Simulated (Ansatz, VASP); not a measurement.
# Se in VASP and in Ansatz

INCAR

```
PREC = Accurate ; ENCUT = 520
EDIFF = 1E-6 ; ISMEAR = -1
SIGMA = 0.03 ; LREAL = False
LASPH = True ; NELM = 100
ALGO = Normal ; ISIF = 2
LWAVE = False ; LCHARG = False
GGA = PS ; NBANDS = 16
```

File KPOINTS:

```
Automatic mesh
0
Gamma
  6 6 5
```

POSCAR

```
Se
1.0
    4.3661999489      0.0000000000      0.0000000000
   -2.1830999745      3.7812400738      0.0000000000
    0.0000000000      0.0000000000      4.8545280000
Se
3
Direct
    0.2254000000      0.0000000000      0.3333333333
    0.0000000000      0.2254000000      0.6666666667
    0.7746000000      0.7746000000      0.0000000000
```

Input for Ansatz:

```yaml
crystal:
  lattice:
    - [4.3661999489, 0.0, 0.0]
    - [-2.1830999745, 3.7812400738, 0.0]
    - [0.0, 0.0, 4.854528]
  atoms:
    - { symbol: Se, position: [0.2254, 0.0, 0.3333333333] }
    - { symbol: Se, position: [0.0, 0.2254, 0.6666666667] }
    - { symbol: Se, position: [0.7746, 0.7746, 0.0] }
kpoints:
  mp_grid: { grid: [6, 6, 5] }
  band_path:
    path:
      - [0.0, 0.0, 0.0]
      - [0.5, 0.0, 0.0]
      - [0.3333333333, 0.3333333333, 0.0]
      - [0.0, 0.0, 0.0]
      - [0.0, 0.0, 0.5]
      - [0.5, 0.0, 0.5]
      - [0.3333333333, 0.3333333333, 0.5]
      - [0.0, 0.0, 0.5]
      - [0.5, 0.0, 0.5]
    npoints: 5
scf:
  occupations: { method: fermi_dirac, width: 0.03 }
hamiltonian:
  xc: pbesol
  pseudopotentials: { kind: all_electron, lapw: { basis_error: 0.001 } }
output:
  forces: true
  stress: true
  eigenvalues: true
```

Change from the starting cell: zz strain of -2 %.

Alike in both runs: task single point; functional PBEsol; k mesh 6 × 6 × 5; occupations fermi-dirac, width 0.03 eV; no spin polarisation.

|  | VASP | Ansatz |
| --- | --- | --- |
| version | VASP 6.6.1 | Ansatz 0.2.0 |
| potentials or method | VASP PAW PBE potentials, release 64 (Se), cutoff 520 eV | all-electron LAPW, scalar-relativistic |

VASP gave:

```
gap on the k mesh at the Fermi level (eV)                     : 1.19
pressure (GPa)                                                : 2.1
traceless stress, the component that is largest in VASP (GPa) : 2.03
rms of the force components (eV/Å)                            : 0.340
```

Problem. What did Ansatz give for the same quantities?

Solution. gap on the k mesh at the Fermi level (eV): 1.20; pressure (GPa): 1.8; traceless stress, the component that is largest in VASP (GPa): 1.94; rms of the force components (eV/Å): 0.307.

VASP's potentials were made for PBE, not for PBEsol. Atom by atom the forces differ by 0.033 eV/Å (rms over components). Ansatz ran all-electron here, and VASP with PAW potentials.
